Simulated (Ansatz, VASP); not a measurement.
Two plane-wave programs on Nb2BS

File INCAR:

```
PREC = Accurate ; ENCUT = 520
EDIFF = 1E-6 ; ISMEAR = 0
SIGMA = 0.05 ; LREAL = F
LASPH = T ; NELM = 60
ALGO = Normal ; ISIF = 2
LWAVE = F ; LCHARG = T
GGA = PS ; LELF = T
LVHAR = T ; NBANDS = 45
```

File KPOINTS:

```
regular mesh
0
Gamma
  9 9 2
```

The input POSCAR:

```
Nb2BS
1.0
    3.3730089166      0.0000000000      0.0000000000
   -1.6865044583      2.9211114090      0.0000000000
    0.0000000000      0.0000000000     11.6977960000
Nb B S
4 2 2
Direct
    0.3333333300      0.6666666700      0.1002160000
    0.6666666700      0.3333333300      0.6002160000
    0.6666666700      0.3333333300      0.8997840000
    0.3333333300      0.6666666700      0.3997840000
    0.0000000000      0.0000000000      0.0000000000
    0.0000000000      0.0000000000      0.5000000000
    0.3333333300      0.6666666700      0.7500000000
    0.6666666700      0.3333333300      0.2500000000
```

Input for Ansatz:

```yaml
crystal:
  lattice:
    - [3.3730089166, 0.0, 0.0]
    - [-1.6865044583, 2.921111409, 0.0]
    - [0.0, 0.0, 11.697796]
  atoms:
    - { symbol: Nb, position: [0.33333333, 0.66666667, 0.100216] }
    - { symbol: Nb, position: [0.66666667, 0.33333333, 0.600216] }
    - { symbol: Nb, position: [0.66666667, 0.33333333, 0.899784] }
    - { symbol: Nb, position: [0.33333333, 0.66666667, 0.399784] }
    - { symbol: B, position: [0.0, 0.0, 0.0] }
    - { symbol: B, position: [0.0, 0.0, 0.5] }
    - { symbol: S, position: [0.33333333, 0.66666667, 0.75] }
    - { symbol: S, position: [0.66666667, 0.33333333, 0.25] }
basis:
  ecutwfc: 420
  fft_grid_basis: typed
kpoints:
  mp_grid: { grid: [9, 9, 2] }
hamiltonian:
  xc: pbesol
scf:
  occupations: { method: gaussian, width: 0.05 }
output:
  forces: true
  stress: true
  eigenvalues: true
  bader: true
  write_density: true
  volumetric_format: npy
  elf: true
```

Alike in both runs: task single point; functional PBEsol; k mesh 9 × 9 × 2; occupations gaussian, width 0.05 eV; no spin polarisation.

```csv
,VASP,Ansatz
version,VASP 6.6.1,Ansatz 0.2.0
potentials or method,"VASP PAW PBE potentials, release 64 (Nb_sv, B, S), cutoff 520 eV","scalar-relativistic, plane waves, PAW"
valence electrons in the cell,70,70
```

Ansatz gave:

| Quantity | Value |
| --- | --- |
| gap on the k mesh at the Fermi level (eV) | none |
| pressure (GPa) | -7.6 |
| traceless stress, the component that is largest in VASP (GPa) | -1.05 |
| rms of the force components (eV/Å) | 0.043 |

**Question.** Estimate VASP's values.

**Answer.** gap on the k mesh at the Fermi level (eV): none; pressure (GPa): -7.8; traceless stress, the component that is largest in VASP (GPa): -1.05; rms of the force components (eV/Å): 0.038.

VASP's potentials were made for PBE, not for PBEsol. Atom by atom the forces differ by 0.005 eV/Å (rms over components). A gap of «none» marks a metal or a gap that the smearing closes.
